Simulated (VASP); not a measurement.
# C (P6_3/mmc) in VASP: further runs

Runs on C. Level: PBE. Tasks: single point.

Everything below comes from runs of VASP 6.6.1. Logs are shortened: lines on timing, memory, paths and dates and some standing lists are left out, and cuts for length are marked.

**1. The cell of the first run**

Symmetry: P6_3/mmc, No. 194, hexagonal system. The conventional cell has a = 2.476 Å, b = 2.476 Å, c = 12.429 Å, α = 90.00°, β = 90.00°, γ = 120.00°. C (site symmetry 3m) has 4 C at 1.52 to 1.57 Å within 2.0 Å. C (site symmetry 3m) has 4 C at 1.52 to 1.55 Å within 2.0 Å. C (site symmetry 3m) has 4 C at 1.52 to 1.55 Å within 2.0 Å.

**2. Single point, PBE**

File INCAR:

```
SYSTEM = C
PREC = Accurate
ENCUT = 520
EDIFF = 1E-7
ISMEAR = 0
SIGMA = 0.05
LREAL = .False.
LASPH = .True.
NELM = 60
ALGO = Normal
ISIF = 2
LWAVE = .False.
LCHARG = .True.
GGA = PE
LELF = .True.
LVHAR = .True.
NBANDS = 36
```

File KPOINTS:

```
regular mesh
0
Gamma
  12 12 2
  0 0 0
```

File POSCAR:

```
C
1.0
    2.4764000000      0.0000000000      0.0000000000
   -1.2382000000      2.1446253099      0.0000000000
    0.0000000000      0.0000000000     12.4291124965
C
12
Direct
    0.0000000000      0.0000000000      0.1868593266
    0.0000000000      0.0000000000      0.6868593266
    0.0000000000      0.0000000000      0.3131406734
    0.0000000000      0.0000000000      0.8131406734
    0.3333333333      0.6666666667      0.5207665411
    0.6666666667      0.3333333333      0.0207665411
    0.3333333333      0.6666666667      0.9792334589
    0.6666666667      0.3333333333      0.4792334589
    0.3333333333      0.6666666667      0.6450950823
    0.6666666667      0.3333333333      0.1450950823
    0.3333333333      0.6666666667      0.8549049177
    0.6666666667      0.3333333333      0.3549049177
```

Potentials or basis: VASP PAW PBE potentials, release 64 (C).

On the command line:

```bash
> cat potpaw_PBE.64/C/POTCAR > POTCAR
> mpirun -np 1 vasp_std > vasp.out
```

OUTCAR:

```text
SYSTEM = C
   PREC = Accurate
   ENCUT = 520
   EDIFF = 1E-7
   ISMEAR = 0
   LREAL = .False.
   LASPH = .True.
   NELM = 60
   ISIF = 2
   GGA = PE

 ion  position               nearest neighbor table
   1  0.000  0.000  0.187-  10 1.52  10 1.52  10 1.52   3 1.57
   2  0.000  0.000  0.687-   9 1.52   9 1.52   9 1.52   4 1.57
   3  0.000  0.000  0.313-  12 1.52  12 1.52  12 1.52   1 1.57
   4  0.000  0.000  0.813-  11 1.52  11 1.52  11 1.52   2 1.57
   5  0.333  0.667  0.521-   8 1.52   8 1.52   8 1.52   9 1.55
   6  0.667  0.333  0.021-   7 1.52   7 1.52   7 1.52  10 1.55
   7  0.333  0.667  0.979-   6 1.52   6 1.52   6 1.52  11 1.55
   8  0.667  0.333  0.479-   5 1.52   5 1.52   5 1.52  12 1.55
   9  0.333  0.667  0.645-   2 1.52   2 1.52   2 1.52   5 1.55
  10  0.667  0.333  0.145-   1 1.52   1 1.52   1 1.52   6 1.55
  11  0.333  0.667  0.855-   4 1.52   4 1.52   4 1.52   7 1.55
  12  0.667  0.333  0.355-   3 1.52   3 1.52   3 1.52   8 1.55

  LATTYP: Found a hexagonal cell.
 ALAT       =     2.4764000000
 C/A-ratio  =     5.0190245907

  Lattice vectors:

 A1 = (   2.4764000000,   0.0000000000,   0.0000000000)
 A2 = (  -1.2382000000,   2.1446253099,   0.0000000000)
 A3 = (   0.0000000000,   0.0000000000,  12.4291124965)

Analysis of symmetry for initial positions (statically):
=====================================================================
 Subroutine PRICEL returns:
 Original cell was already a primitive cell.

 Routine SETGRP: Setting up the symmetry group for a
 hexagonal supercell.

 Subroutine GETGRP returns: Found 24 space group operations
 (whereof 12 operations were pure point group operations)
 out of a pool of 24 trial point group operations.

The static configuration has the point symmetry D_3d.
 The point group associated with its full space group is D_6h.

Analysis of symmetry for dynamics (positions and initial velocities):
=====================================================================
 Subroutine PRICEL returns:
 Original cell was already a primitive cell.

 Routine SETGRP: Setting up the symmetry group for a
 hexagonal supercell.

 Subroutine GETGRP returns: Found 24 space group operations
 (whereof 12 operations were pure point group operations)
 out of a pool of 24 trial point group operations.

The dynamic configuration has the point symmetry D_3d.
 The point group associated with its full space group is D_6h.

 Subroutine INISYM returns: Found 24 space group operations
 (whereof 12 operations are pure point group operations),
 and found     1 'primitive' translations

----------------------------------------------------------------------------------------

                                     Primitive cell

  volume of cell :      66.0104

  direct lattice vectors                    reciprocal lattice vectors
     2.476400000  0.000000000  0.000000000     0.403811985  0.233140958  0.000000000
    -1.238200000  2.144625310  0.000000000     0.000000000  0.466281917  0.000000000
     0.000000000  0.000000000 12.429112497     0.000000000  0.000000000  0.080456268

  length of vectors
     2.476400000  2.476400000 12.429112497     0.466281917  0.466281917  0.080456268

  position of ions in fractional coordinates (direct lattice)
     0.000000000  0.000000000  0.186859327
     0.000000000  0.000000000  0.686859327
     0.000000000  0.000000000  0.313140673
     0.000000000  0.000000000  0.813140673
     0.333333333  0.666666667  0.520766541
     0.666666667  0.333333333  0.020766541
     0.333333333  0.666666667  0.979233459
     0.666666667  0.333333333  0.479233459
     0.333333333  0.666666667  0.645095082
     0.666666667  0.333333333  0.145095082
     0.333333333  0.666666667  0.854904918
     0.666666667  0.333333333  0.354904918

  ion indices of the primitive-cell ions
   primitive index   ion index
                 1           1
                 2           2
                 3           3
                 4           4
                 5           5
                 6           6
                 7           7
                 8           8
                 9           9
                10          10
                11          11
                12          12

----------------------------------------------------------------------------------------

 KPOINTS: regular mesh

Automatic generation of k-mesh.
 Grid dimensions read from file:
 generate k-points for:   12   12    2

 Generating k-lattice:

  Cartesian coordinates                     Fractional coordinates (reciprocal lattice)
     0.033650999  0.019428413  0.000000000     0.083333333  0.000000000  0.000000000
     0.000000000  0.038856826  0.000000000     0.000000000  0.083333333  0.000000000
     0.000000000  0.000000000  0.040228134     0.000000000  0.000000000  0.500000000

  Length of vectors
     0.038856826  0.038856826  0.040228134

  Shift w.r.t. Gamma in fractional coordinates (k-lattice)
     0.000000000  0.000000000  0.000000000

 Subroutine IBZKPT returns following result:
 ===========================================

 Found     38 irreducible k-points:

 Following reciprocal coordinates:
            Coordinates               Weight
  0.000000  0.000000  0.000000      1.000000
  0.083333  0.000000  0.000000      6.000000
  0.166667  0.000000  0.000000      6.000000
  0.250000  0.000000  0.000000      6.000000
  0.333333  0.000000  0.000000      6.000000
  0.416667  0.000000  0.000000      6.000000
[... 16 lines left out ...]
  0.250000  0.000000  0.500000      6.000000
  0.333333  0.000000  0.500000      6.000000
 [... further k-points ...]
   k-points           NKPTS =     38   k-points in BZ     NKDIM =     38   number of bands    NBANDS=     36
   number of dos      NEDOS =    301   number of ions     NIONS =     12
   total plane-waves  NPLWV =  31104
   dimension x,y,z NGX =    18 NGY =   18 NGZ =   96
   dimension x,y,z NGXF=    36 NGYF=   36 NGZF=  192
   ions per type =              12
   NGX,Y,Z   is equivalent  to a cutoff of  12.08, 12.08, 12.84 a.u.
   NGXF,Y,Z  is equivalent  to a cutoff of  24.17, 24.17, 25.68 a.u.
 SYSTEM =  C
   PREC   = accura    normal or accurate (medium, high low for compatibility)
   ISTART =      0    job   : 0-new  1-cont  2-samecut
   ICHARG =      2    charge: 1-file 2-atom 10-const
   ISPIN  =      1    spin polarized calculation?
   LNONCOLLINEAR =      F non collinear calculations
   LSORBIT =      F    spin-orbit coupling
   LASPH  =      T    aspherical Exc in radial PAW
   ENCUT  =  520.0 eV  38.22 Ry    6.18 a.u.   4.60  4.60 23.11*2*pi/ulx,y,z
   NELM   =     60;   NELMIN=  2; NELMDL= -5     # of ELM steps
   EDIFF  = 0.1E-06   stopping-criterion for ELM
   LREAL  =      F    real-space projection
   EDIFFG = 0.1E-05   stopping-criterion for IOM
   NSW    =      0    number of steps for IOM
   IBRION =     -1    ionic relax: 0-MD 1-quasi-New 2-CG
   NFREE  =      0    steps in history (QN), initial steepest desc. (CG)
   ISIF   =      2    stress and relaxation
   ISYM   =      2    0-nonsym 1-usesym 2-fastsym
   POTIM  = 0.5000    time-step for ionic-motion
   TEBEG  =    0.0;   TEEND  =   0.0 temperature during run
   PSTRESS=    0.0 pullay stress
   NELECT =      48.0000    total number of electrons
   NUPDOWN=      -1.0000    fix difference up-down
   EMIN   =  10.00;   EMAX   =-10.00  energy-range for DOS
   EFERMI =   0.00;   METHOD = LEGACY
   ISMEAR =     0;   SIGMA  =   0.05  broadening in eV -4-tet -1-fermi 0-gaus
   EFERMI_NEDOS =   21; number of points for ismear=-14 and -15
   IALGO  =     38    algorithm
   IMIX   =      4    mixing-type and parameters
     AMIX     =   0.40;   BMIX     =  1.00
     AMIX_MAG =   1.60;   BMIX_MAG =  1.00
  volume/ion in A,a.u.               =       5.50        37.12
  Fermi-wavevector in a.u.,A,eV,Ry     =   1.472147  2.781954 29.486768  2.167216
  Thomas-Fermi vector in A             =   2.587197
   LORBIT       =      0    0 simple, 1 ext, 2 COOP (PROOUT), +10 PAW based schemes
   GGA     = PE    functional components
   LHFCALC =     F    Hartree Fock is set to
   AEXX    =    0.0000 exact exchange contribution
   IVDW    =     0    specifies the selected vdW correction
   LEPSILON=     F    determine dielectric tensor
   LRPA    =     F    only Hartree local field effects (RPA)
 non-spin polarized calculation
 Gauss-broadening in eV      SIGMA  =   0.05
  energy-cutoff  :      520.00
  volume of cell :       66.01
 maximum number of plane-waves:      1806
   NGX =  9   NGY =  9   NGZ = 47

 number of electron      47.9999981 magnetization

 Free energy of the ion-electron system (eV)
  ---------------------------------------------------
  ext. energy  EPLUGINS =         0.00000000
  ---------------------------------------------------
  free energy    TOTEN  =      -108.85781656 eV

  energy without entropy =     -108.85781656  energy(sigma->0) =     -108.85781656

 E-fermi :  10.5906     XC(G=0): -13.4046

 val. band max:       10.2700326607   @ k =   0.0000   0.0000   0.0000
 cond. band min:      14.8608136319   @ k =   0.3333   0.0000   0.0000
 fundamental gap:      4.5907809712
 Fermi energy:        10.5906087512

 k-point     1 :       0.0000    0.0000    0.0000
  band No.  band energies     occupation
      1     -11.7277      2.00000
      2     -11.0113      2.00000
      3     -10.9287      2.00000
      4      -8.7842      2.00000
      5      -8.7213      2.00000
      6      -6.0998      2.00000
[... 28 lines left out ...]
     35      18.4691      0.00000
     36      19.1272      0.00000

 k-point     2 :       0.0833    0.0000    0.0000
  band No.  band energies     occupation
      1     -11.5504      2.00000
      2     -10.8350      2.00000
      3     -10.7528      2.00000
      4      -8.6126      2.00000
      5      -8.5504      2.00000
      6      -5.9422      2.00000
[... 28 lines left out ...]
     35      18.9658      0.00000
     36      19.1145      0.00000

 k-point     3 :       0.1667    0.0000    0.0000
  band No.  band energies     occupation
      1     -11.0199      2.00000
      2     -10.3077      2.00000
      3     -10.2268      2.00000
      4      -8.1001      2.00000
      5      -8.0402      2.00000
      6      -5.4712      2.00000
[... 28 lines left out ...]
     35      19.2476      0.00000
     36      20.1552      0.00000

 k-point     4 :       0.2500    0.0000    0.0000
  band No.  band energies     occupation
      1     -10.1425      2.00000
      2      -9.4356      2.00000
      3      -9.3579      2.00000
      4      -7.2548      2.00000
      5      -7.2002      2.00000
      6      -4.6951      2.00000
[... 28 lines left out ...]
     35      19.8844      0.00000
     36      20.8652      0.00000

 k-point     5 :       0.3333    0.0000    0.0000
  band No.  band energies     occupation
      1      -8.9319      2.00000
      2      -8.2333      2.00000
      3      -8.1637      2.00000
      4      -6.0991      2.00000
      5      -6.0587      2.00000
      6      -3.6436      2.00000
[... 655 lines left out ...]
 k-point    22 :       0.1667    0.0000    0.5000
  band No.  band energies     occupation
      1     -10.8316      2.00000
      2     -10.8316      2.00000
      3      -9.3380      2.00000
      4      -9.3380      2.00000
      5      -6.5517      2.00000
      6      -6.5517      2.00000
[... 28 lines left out ...]
     35      19.8230      0.00000
     36      19.8233      0.00000

 k-point    23 :       0.2500    0.0000    0.5000
  band No.  band energies     occupation
      1      -9.9558      2.00000
      2      -9.9558      2.00000
      3      -8.4778      2.00000
      4      -8.4778      2.00000
      5      -5.7393      2.00000
      6      -5.7393      2.00000
[... 28 lines left out ...]
     35      20.1751      0.00000
     36      20.1751      0.00000

 k-point    24 :       0.3333    0.0000    0.5000
  band No.  band energies     occupation
      1      -8.7480      2.00000
      2      -8.7480      2.00000
      3      -7.2975      2.00000
      4      -7.2975      2.00000
      5      -4.6425      2.00000
      6      -4.6425      2.00000
[... 28 lines left out ...]
     35      19.7385      0.00000
     36      19.7385      0.00000

 [... further k-points ...]

------------------------ aborting loop because EDIFF is reached ----------------------------------------

  FORCE on cell =-STRESS in cart. coord.  units (eV):
  Direction    XX          YY          ZZ          XY          YZ          ZX
  --------------------------------------------------------------------------------------
  -------------------------------------------------------------------------------------
  Total       10.1949998     10.1949998      0.9700435      0.0000000      0.0000000      0.0000000
  in kB      247.4488623    247.4488623     23.5444988      0.0000000      0.0000000      0.0000000
  external PRESSURE =     172.8140745 kB  Pullay stress =       0.0000000 kB

 VOLUME and BASIS-vectors are now :
 -----------------------------------------------------------------------------
  energy-cutoff  :      520.00
  volume of cell :       66.01
      direct lattice vectors                 reciprocal lattice vectors
     2.476400000  0.000000000  0.000000000     0.403811985  0.233140958  0.000000000
    -1.238200000  2.144625310  0.000000000     0.000000000  0.466281917  0.000000000
     0.000000000  0.000000000 12.429112497     0.000000000  0.000000000  0.080456268

 POSITION                                       TOTAL-FORCE (eV/Angst)
 -----------------------------------------------------------------------------------
      0.00000      0.00000      2.32250         0.000000     -0.000000      0.102864
      0.00000      0.00000      8.53705        -0.000000     -0.000000      0.102864
      0.00000      0.00000      3.89206         0.000000     -0.000000     -0.102864
      0.00000      0.00000     10.10662         0.000000      0.000000     -0.102864
     -0.00000      1.42975      6.47267         0.000000      0.000000      0.089087
      1.23820      0.71488      0.25811        -0.000000      0.000000      0.089087
     -0.00000      1.42975     12.17100        -0.000000      0.000000     -0.089087
      1.23820      0.71488      5.95645         0.000000      0.000000     -0.089087
     -0.00000      1.42975      8.01796        -0.000000     -0.000000     -0.058954
      1.23820      0.71488      1.80340         0.000000      0.000000     -0.058954
     -0.00000      1.42975     10.62571         0.000000      0.000000      0.058954
      1.23820      0.71488      4.41115         0.000000      0.000000      0.058954
 -----------------------------------------------------------------------------------
    total drift:                                0.000000     -0.000000      0.000000

  FREE ENERGIE OF THE ION-ELECTRON SYSTEM (eV)
  ---------------------------------------------------
  free  energy   TOTEN  =      -108.8578165623 eV

  energy  without entropy=     -108.8578165623  energy(sigma->0) =     -108.85781656
```

It took 75 s on 1 thread of Intel Xeon Platinum 8259CL at 2.50GHz (Skylake/Cascade Lake), shared host; peak memory 0.2 GiB.

Results:

```yaml
Free_energy: -108.8578 eV
Pressure: 17.3 GPa
Largest_force: 0.103 eV/Å
Band_gap_on_the_k_mesh: 4.59 eV (least direct gap 5.17 eV)
```

Forces on the atoms (eV/Å):
```
C    0.000  0.000  0.103
C    0.000  0.000  0.103
C    0.000  0.000 -0.103
C    0.000  0.000 -0.103
C    0.000  0.000  0.089
C    0.000  0.000  0.089
C    0.000  0.000 -0.089
C    0.000  0.000 -0.089
C    0.000  0.000 -0.059
C    0.000  0.000 -0.059
C    0.000  0.000  0.059
C    0.000  0.000  0.059
```

Levels at points of the mesh, in eV from the valence-band top:
```csv
k point,band 22,band 23,band 24,band 25,band 26,band 27
"(0.00, 0.00, 0.00)",-0.17,0.00,0.00,5.17,5.66,5.66
"(0.50, 0.00, 0.00)",-4.15,-3.74,-3.07,4.93,5.32,5.54
"(0.00, 0.00, 0.50)",-0.30,-0.30,-0.30,6.03,6.03,6.03
"(0.50, 0.00, 0.50)",-3.92,-3.40,-3.40,5.09,5.09,5.67
```

Caveat: the cell stands under pressure. A hybrid or GW would open this gap; PBE tends to underestimate it.

**3. Single point, PBE**

This run uses another cell than the first one, of 5.56 Å³/atom.

File INCAR:

```
SYSTEM = C
PREC = Accurate
ENCUT = 520
EDIFF = 1E-6
ISMEAR = 0
SIGMA = 0.05
LREAL = .FALSE.
LASPH = .TRUE.
NELM = 60
ALGO = Normal
ISIF = 2
LWAVE = .FALSE.
LCHARG = .FALSE.
GGA = PE
NBANDS = 36
```

File KPOINTS:

```
regular mesh
0
G
  12 12 2
  0 0 0
```

Edit POSCAR of step 2 so:

```diff
@@ -2,5 +2,5 @@
 1.0
-    2.4764000000      0.0000000000      0.0000000000
-   -1.2382000000      2.1446253099      0.0000000000
-    0.0000000000      0.0000000000     12.4291124965
+    2.5205457478      0.0000000000      0.0000000000
+   -1.2602728739      2.1828566490      0.0000000000
+    0.0000000000      0.0000000000     12.1184000000
 C
```

Potentials or basis: VASP PAW PBE potentials, release 64 (C).

On the command line:

```bash
> cat potpaw_PBE.64/C/POTCAR > POTCAR
> mpirun -np 1 vasp_std > vasp.out
```

Wall time 77 s (1 thread of Intel Xeon Platinum 8259CL at 2.50GHz (Skylake/Cascade Lake), shared host); peak memory 0.2 GiB.

Results (log left out):

```yaml
Free_energy: -108.8610 eV
Pressure: 12.7 GPa
Largest_force: 0.169 eV/Å
Band_gap_on_the_k_mesh: 4.29 eV (least direct gap 5.15 eV)
```

Forces in eV/Å, atoms in the order of the input:
```
C    0.000  0.000 -0.128
C    0.000  0.000 -0.128
C    0.000  0.000  0.128
C    0.000  0.000  0.128
C    0.000  0.000 -0.169
C    0.000  0.000 -0.169
C    0.000  0.000  0.169
C    0.000  0.000  0.169
C    0.000  0.000  0.096
C    0.000  0.000  0.096
C    0.000  0.000 -0.096
C    0.000  0.000 -0.096
```

Stress tensor (GPa, compression positive):
```
 1.86  0.00  0.00
 0.00  1.86  0.00
 0.00  0.00 34.24
```

Levels at points of the mesh, in eV from the valence-band top:
| k point | band 22 | band 23 | band 24 | band 25 | band 26 | band 27 |
| --- | --- | --- | --- | --- | --- | --- |
| (0.00, 0.00, 0.00) | -0.18 | 0.00 | 0.00 | 5.15 | 5.15 | 6.10 |
| (0.50, 0.00, 0.00) | -4.12 | -3.67 | -2.86 | 4.32 | 4.98 | 5.05 |
| (0.00, 0.00, 0.50) | -0.37 | -0.37 | -0.37 | 5.59 | 5.59 | 5.59 |
| (0.50, 0.00, 0.50) | -3.80 | -3.25 | -3.25 | 4.50 | 4.50 | 5.87 |

Caveat: the cell stands under pressure. A k mesh can miss the band edges.
